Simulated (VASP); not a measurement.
# TiCo in VASP: a series of runs

The runs below take TiCo through single point, with PBE+U.

Everything below comes from runs of VASP 6.6.1. Logs are shortened: lines on timing, memory, paths and dates and some standing lists are left out, and cuts for length are marked.

## Step 1: The cell of the first run

The structure is tetragonal, space group P4mm (No. 99). Conventional cell: a = 2.986 Å, b = 2.986 Å, c = 2.986 Å, α = 90.00°, β = 90.00°, γ = 90.00°. Ti (site symmetry 4mm) has 8 Co at 2.56 to 2.62 Å and 6 Ti at 2.99 Å within 3.4 Å. Within 3.4 Å of Co (site symmetry 4mm) lie 8 Ti at 2.56 to 2.62 Å and 6 Co at 2.99 Å.

## Step 2: Single point, PBE+U, collinear spin, ferromagnetic start

File INCAR:

```
PREC = Accurate
ENCUT = 600
EDIFF = 1E-6
ISMEAR = 0
SIGMA = 0.1
LREAL = False
LASPH = True
NELM = 200
ALGO = Normal
ISIF = 2
LWAVE = False
LCHARG = True
ISPIN = 2
MAGMOM = 0 0.6
LORBIT = 11
LMAXMIX = 4
LDAU = True
LDAUTYPE = 2
LDAUL = 2 -1
LDAUU = 2.7 0
LDAUJ = 0 0
LDAUPRINT = 1
GGA = PE
LELF = True
LVHAR = True
NBANDS = 22
GGA_COMPAT = False
```

File KPOINTS:

```
regular mesh
0
Gamma
  2 2 2
```

File POSCAR:

```
TiCo
1.0
    2.9861109900      0.0000000000      0.0000000000
    0.0000000000      2.9861109900      0.0000000000
    0.0000000000      0.0000000000      2.9861109900
Ti Co
1 1
Direct
    0.0000000000      0.0000000000      0.0000000000
    0.5000000000      0.5167441867      0.5000000000
```

Potentials or basis: VASP PAW PBE potentials, release 64 (Ti_sv, Co).

On the command line:

```bash
$ cat potpaw_PBE.64/Ti_sv/POTCAR potpaw_PBE.64/Co/POTCAR > POTCAR
$ mpirun -np 1 vasp_std > vasp.out
```

OUTCAR:

```text
PREC = Accurate
   ENCUT = 600
   EDIFF = 1E-6
   ISMEAR = 0
   LREAL = False
   LASPH = True
   NELM = 200
   ISIF = 2
   ISPIN = 2
   LORBIT = 11
   GGA = PE

 ion  position               nearest neighbor table
   1  0.000  0.000  0.000-   2 2.56   2 2.56   2 2.56   2 2.56   2 2.62   2 2.62   2 2.62   2 2.62

   2  0.500  0.517  0.500-   1 2.56   1 2.56   1 2.56   1 2.56   1 2.62   1 2.62   1 2.62   1 2.62

  LATTYP: Found a simple cubic cell.
 ALAT       =     2.9861109900

  Lattice vectors:

 A1 = (   2.9861109900,   0.0000000000,   0.0000000000)
 A2 = (   0.0000000000,   2.9861109900,   0.0000000000)
 A3 = (   0.0000000000,   0.0000000000,   2.9861109900)

Analysis of symmetry for initial positions (statically):
=====================================================================
 Subroutine PRICEL returns:
 Original cell was already a primitive cell.

 Routine SETGRP: Setting up the symmetry group for a
 simple cubic supercell.

 Subroutine GETGRP returns: Found  8 space group operations
 (whereof  8 operations were pure point group operations)
 out of a pool of 48 trial point group operations.

The static configuration has the point symmetry C_4v.

Analysis of symmetry for dynamics (positions and initial velocities):
=====================================================================
 Subroutine PRICEL returns:
 Original cell was already a primitive cell.

 Routine SETGRP: Setting up the symmetry group for a
 simple cubic supercell.

 Subroutine GETGRP returns: Found  8 space group operations
 (whereof  8 operations were pure point group operations)
 out of a pool of 48 trial point group operations.

The dynamic configuration has the point symmetry C_4v.

Analysis of structural, dynamic, and magnetic symmetry:
=====================================================================
 Subroutine PRICEL returns:
 Original cell was already a primitive cell.

 Routine SETGRP: Setting up the symmetry group for a
 simple cubic supercell.

 Subroutine GETGRP returns: Found  8 space group operations
 (whereof  8 operations were pure point group operations)
 out of a pool of 48 trial point group operations.

The overall configuration has the point symmetry C_4v.

 Subroutine INISYM returns: Found  8 space group operations
 (whereof  8 operations are pure point group operations),
 and found     1 'primitive' translations

----------------------------------------------------------------------------------------

                                     Primitive cell

  volume of cell :      26.6267

  direct lattice vectors                    reciprocal lattice vectors
     2.986110990  0.000000000  0.000000000     0.334883735  0.000000000  0.000000000
     0.000000000  2.986110990  0.000000000     0.000000000  0.334883735  0.000000000
     0.000000000  0.000000000  2.986110990     0.000000000  0.000000000  0.334883735

  length of vectors
     2.986110990  2.986110990  2.986110990     0.334883735  0.334883735  0.334883735

  position of ions in fractional coordinates (direct lattice)
     0.000000000  0.000000000  0.000000000
     0.500000000  0.516744187  0.500000000

  ion indices of the primitive-cell ions
   primitive index   ion index
                 1           1
                 2           2

----------------------------------------------------------------------------------------

 KPOINTS: regular mesh

Automatic generation of k-mesh.
 Grid dimensions read from file:
 generate k-points for:    2    2    2

 Generating k-lattice:

  Cartesian coordinates                     Fractional coordinates (reciprocal lattice)
     0.167441867  0.000000000  0.000000000     0.500000000  0.000000000  0.000000000
[... 51 lines left out ...]
   NELECT =      21.0000    total number of electrons
   NUPDOWN=      -1.0000    fix difference up-down
   EMIN   =  10.00;   EMAX   =-10.00  energy-range for DOS
   EFERMI =   0.00;   METHOD = LEGACY
   ISMEAR =     0;   SIGMA  =   0.10  broadening in eV -4-tet -1-fermi 0-gaus
   EFERMI_NEDOS =   21; number of points for ismear=-14 and -15
   IALGO  =     38    algorithm
   IMIX   =      4    mixing-type and parameters
     AMIX     =   0.40;   BMIX     =  1.00
     AMIX_MAG =   1.60;   BMIX_MAG =  1.00
  volume/ion in A,a.u.               =      13.31        89.84
  Fermi-wavevector in a.u.,A,eV,Ry     =   1.512546  2.858298 31.127355  2.287796
  Thomas-Fermi vector in A             =   2.622456
   LORBIT       =     11    0 simple, 1 ext, 2 COOP (PROOUT), +10 PAW based schemes
 LDA+U is selected, type is set to LDAUTYPE =  2
   angular momentum for each species LDAUL =     2   -1
   U (eV)           for each species LDAUU =   2.7  0.0
   J (eV)           for each species LDAUJ =   0.0  0.0
   GGA     = PE    functional components
   LHFCALC =     F    Hartree Fock is set to
   AEXX    =    0.0000 exact exchange contribution
   IVDW    =     0    specifies the selected vdW correction
   LEPSILON=     F    determine dielectric tensor
   LRPA    =     F    only Hartree local field effects (RPA)
 spin polarized calculation
 Gauss-broadening in eV      SIGMA  =   0.10
  energy-cutoff  :      600.00
  volume of cell :       26.63
 maximum number of plane-waves:       912
 NGX is ok and might be reduce to    24
   NGX = 11   NGY = 11   NGZ = 11

atom =   1  type =  1  l = 2

 onsite density matrix

spin component  1

  0.1662  0.0000 -0.0000 -0.0000 -0.0000
  0.0000  0.1662  0.0000 -0.0000 -0.0000
 -0.0000  0.0000  0.2110  0.0000 -0.0003
 -0.0000 -0.0000  0.0000  0.1672  0.0000
 -0.0000 -0.0000 -0.0003  0.0000  0.2107

spin component  2

  0.1695 -0.0000 -0.0000 -0.0000  0.0000
 -0.0000  0.1695 -0.0000 -0.0000  0.0000
 -0.0000 -0.0000  0.2398 -0.0000 -0.0001
 -0.0000 -0.0000 -0.0000  0.1708 -0.0000
  0.0000  0.0000 -0.0001 -0.0000  0.2398

 occupancies and eigenvectors

  o =  0.1662  v =  1.0000  0.0000  0.0000  0.0000  0.0000  0.0000  0.0000  0.0000  0.0000  0.0000      0.0000  0.0000  0.0000  0.0000  0.0000  0.0000  0.0000  0.0000  0.0000  0.0000
  o =  0.1662  v =  0.0000  1.0000  0.0000 -0.0000  0.0000  0.0000  0.0000  0.0000  0.0000  0.0000      0.0000  0.0000  0.0000  0.0000  0.0000  0.0000  0.0000  0.0000  0.0000  0.0000
  o =  0.1672  v =  0.0000  0.0000 -0.0000  1.0000  0.0000  0.0000  0.0000  0.0000  0.0000  0.0000      0.0000  0.0000  0.0000  0.0000  0.0000  0.0000  0.0000  0.0000  0.0000  0.0000
  o =  0.1695  v =  0.0000  0.0000  0.0000  0.0000  0.0000  1.0000  0.0000  0.0000  0.0000  0.0000      0.0000  0.0000  0.0000  0.0000  0.0000  0.0000  0.0000  0.0000  0.0000  0.0000
  o =  0.1695  v =  0.0000  0.0000  0.0000  0.0000  0.0000  0.0000  1.0000  0.0000  0.0000  0.0000      0.0000  0.0000  0.0000  0.0000  0.0000  0.0000  0.0000  0.0000  0.0000  0.0000
  o =  0.1708  v =  0.0000  0.0000  0.0000  0.0000  0.0000  0.0000 -0.0000  0.0000  1.0000  0.0000      0.0000  0.0000  0.0000  0.0000  0.0000  0.0000  0.0000  0.0000  0.0000  0.0000
  o =  0.2105  v =  0.0000  0.0000 -0.5000  0.0000 -0.8660  0.0000  0.0000  0.0000  0.0000  0.0000      0.0000  0.0000  0.0000  0.0000  0.0000  0.0000  0.0000  0.0000  0.0000  0.0000
  o =  0.2112  v =  0.0000 -0.0000  0.8660  0.0000 -0.5000  0.0000  0.0000  0.0000  0.0000  0.0000      0.0000  0.0000  0.0000  0.0000  0.0000  0.0000  0.0000  0.0000  0.0000  0.0000
  o =  0.2397  v =  0.0000  0.0000  0.0000  0.0000  0.0000  0.0000 -0.0000  0.5000 -0.0000  0.8660      0.0000  0.0000  0.0000  0.0000  0.0000  0.0000  0.0000  0.0000  0.0000  0.0000
  o =  0.2399  v =  0.0000  0.0000  0.0000  0.0000  0.0000  0.0000 -0.0000  0.8660 -0.0000 -0.5000      0.0000  0.0000  0.0000  0.0000  0.0000  0.0000  0.0000  0.0000  0.0000  0.0000

 number of electron      20.9999985 magnetization       1.7499216

 Free energy of the ion-electron system (eV)
  ---------------------------------------------------
  ext. energy  EPLUGINS =         0.00000000
  ---------------------------------------------------
  free energy    TOTEN  =       -12.66951450 eV

  energy without entropy =      -12.64844112  energy(sigma->0) =      -12.65897781

 E-fermi :  10.3260     XC(G=0): -12.5505

 val. band max:       10.3181608442   @ k =   0.5000   0.5000   0.0000
 cond. band min:      10.3263041039   @ k =   0.5000   0.0000   0.5000
 fundamental gap:      0.0081432597
 Fermi energy:        10.3260172130

 spin component 1

 k-point     1 :       0.0000    0.0000    0.0000
  band No.  band energies     occupation
      1     -47.2700      1.00000
      2     -23.3572      1.00000
      3     -23.3572      1.00000
      4     -23.3533      1.00000
      5       2.0222      1.00000
      6       5.7976      1.00000
[... 139 lines left out ...]
     21      20.0052      0.00000
     22      23.5421      0.00000
 Fermi energy:        10.3260172130

 spin component 2

 k-point     1 :       0.0000    0.0000    0.0000
  band No.  band energies     occupation
      1     -47.2910      1.00000
      2     -23.3838      1.00000
      3     -23.3838      1.00000
      4     -23.3776      1.00000
      5       2.4800      1.00000
      6       7.0526      1.00000
[... 139 lines left out ...]
     21      20.3562      0.00000
     22      23.6576      0.00000

------------------------ aborting loop because EDIFF is reached ----------------------------------------

  FORCE on cell =-STRESS in cart. coord.  units (eV):
  Direction    XX          YY          ZZ          XY          YZ          ZX
  --------------------------------------------------------------------------------------
  -------------------------------------------------------------------------------------
  Total        1.4763451      1.5139701      1.4763451      0.0000000      0.0000000      0.0000000
  in kB       88.8342870     91.0982544     88.8342870      0.0000000      0.0000000      0.0000000
  external PRESSURE =      89.5889428 kB  Pullay stress =       0.0000000 kB

 VOLUME and BASIS-vectors are now :
 -----------------------------------------------------------------------------
  energy-cutoff  :      600.00
  volume of cell :       26.63
      direct lattice vectors                 reciprocal lattice vectors
     2.986110990  0.000000000  0.000000000     0.334883735  0.000000000  0.000000000
     0.000000000  2.986110990  0.000000000     0.000000000  0.334883735  0.000000000
     0.000000000  0.000000000  2.986110990     0.000000000  0.000000000  0.334883735

 POSITION                                       TOTAL-FORCE (eV/Angst)
 -----------------------------------------------------------------------------------
      0.00000      0.00000      0.00000        -0.000000      0.309673      0.000000
      1.49306      1.54306      1.49306         0.000000     -0.309673     -0.000000
 -----------------------------------------------------------------------------------
    total drift:                                0.000000     -0.000129     -0.000003

  FREE ENERGIE OF THE ION-ELECTRON SYSTEM (eV)
  ---------------------------------------------------
  free  energy   TOTEN  =       -12.6695145041 eV

  energy  without entropy=      -12.6484411169  energy(sigma->0) =      -12.65897781

 total charge

# of ion       s       p       d       tot
------------------------------------------
    1        2.251   6.147   1.887  10.285
    2        0.532   0.418   7.363   8.313
--------------------------------------------------
tot          2.783   6.565   9.250  18.598

 magnetization (x)

# of ion       s       p       d       tot
------------------------------------------
    1       -0.005   0.076  -0.067   0.004
    2        0.066   0.125   1.348   1.538
--------------------------------------------------
tot          0.061   0.201   1.280   1.542
```

Run time: 27 s. Hardware: 1 thread of Intel Xeon Platinum 8375C at 2.90GHz (Ice Lake), shared host; peak memory 0.15 GiB.

Results:

```yaml
Free_energy: -12.6695 eV
Pressure: 9.0 GPa
Largest_force: 0.310 eV/Å
Net_moment: 1.75 μB per cell
Site_moments: Ti +0.00; Co +1.54 μB
Valence_electrons_inside_the_program's_atomic_spheres: Ti 10.29; Co 8.31
```

Forces on the atoms (eV/Å):
```
Ti   0.000  0.310  0.000
Co   0.000 -0.310  0.000
```

Eigenvalues of the final occupation matrices:
| site | spin | trace | eigenvalues |
| --- | --- | --- | --- |
| site 1 d | 1 | 0.92 | 0.17 0.17 0.17 0.21 0.21 |
| site 1 d | 2 | 0.99 | 0.17 0.17 0.17 0.24 0.24 |

Caveat: the k points lie up to 1.05 Å⁻¹ apart; the U is typed as a test and isn't derived for this compound.

## Step 3: Single point, PBE+U, collinear spin, ferromagnetic start

File INCAR:

```
SYSTEM = TiCo
ALGO = Normal
EDIFF = 1E-6
ENCUT = 600
GGA = PE
GGA_COMPAT = .False.
ISIF = 2
ISMEAR = 0
ISPIN = 2
LASPH = .True.
LCHARG = .True.
LDAU = .True.
LDAUJ = 0.98 0
LDAUL = 2 -1
LDAUPRINT = 1
LDAUTYPE = 1
LDAUU = 3.1 0
LELF = .True.
LMAXMIX = 4
LORBIT = 11
LREAL = .False.
LVHAR = .True.
LWAVE = .False.
MAGMOM = 0 0.6
NBANDS = 22
NELM = 200
PREC = Accurate
SIGMA = 0.1
```

File KPOINTS:

```
k-points
0
Gamma
  4 4 4
  0 0 0
```

Changes to POSCAR since step 2:

```diff
@@ -9,2 +9,2 @@
     0.0000000000      0.0000000000      0.0000000000
-    0.5000000000      0.5167441867      0.5000000000
+    0.5000000000      0.5000000000      0.5000000000
```

Potentials or basis: VASP PAW PBE potentials, release 64 (Ti_sv, Co).

On the command line:

```bash
$ cat potpaw_PBE.64/Ti_sv/POTCAR potpaw_PBE.64/Co/POTCAR > POTCAR
$ mpirun -np 1 vasp_std > vasp.out
```

It took 2.2 min on 1 thread of Intel Xeon Platinum 8375C at 2.90GHz (Ice Lake), shared host; peak memory 0.15 GiB.

It converged, with:

| Quantity | Value |
| --- | --- |
| Free energy | -14.1487 eV |
| Pressure | 4.3 GPa |
| Net moment | 0.58 μB per cell |
| Site moments | Ti -0.10; Co +0.70 μB |
| Valence electrons inside the program's atomic spheres | Ti 10.22; Co 8.34 |

Levels at points of the mesh, in eV from the Fermi level:
Spin up:
```tsv
k point	band 8	band 9	band 10	band 11	band 12	band 13
(0.00, 0.00, 0.00)	-1.83	-1.83	-1.83	0.62	0.62	2.58
(0.50, 0.00, 0.00)	-1.96	-1.96	-1.46	-0.62	-0.54	0.55
(0.50, 0.50, 0.00)	-2.72	-1.32	-0.70	0.31	0.31	1.20
(0.50, 0.50, 0.50)	-2.22	-2.22	-2.22	-1.29	-1.29	3.32
```
Spin down:
```tsv
k point	band 6	band 7	band 8	band 9	band 10	band 11	band 12	band 13	band 14	band 15
(0.00, 0.00, 0.00)	-3.67	-3.67	-1.41	-1.41	-1.41	0.90	0.90	2.64	2.64	2.64
(0.50, 0.00, 0.00)	-4.11	-2.06	-1.50	-1.50	-0.97	-0.90	0.38	0.54	0.54	2.12
(0.50, 0.50, 0.00)	-3.86	-2.39	-2.39	-0.19	0.12	0.26	0.26	1.18	2.52	2.52
(0.50, 0.50, 0.50)	-2.47	-2.47	-2.22	-2.22	-2.22	-0.16	-0.16	3.05	3.05	6.98
```

Eigenvalues of the final occupation matrices:
```csv
site,spin,trace,eigenvalues
site 1 d,1,0.86,0.12 0.12 0.21 0.21 0.21
site 1 d,2,0.94,0.16 0.16 0.21 0.21 0.21
```

Caveat: the k points lie up to 0.53 Å⁻¹ apart; the U is typed as a test and isn't derived for this compound.
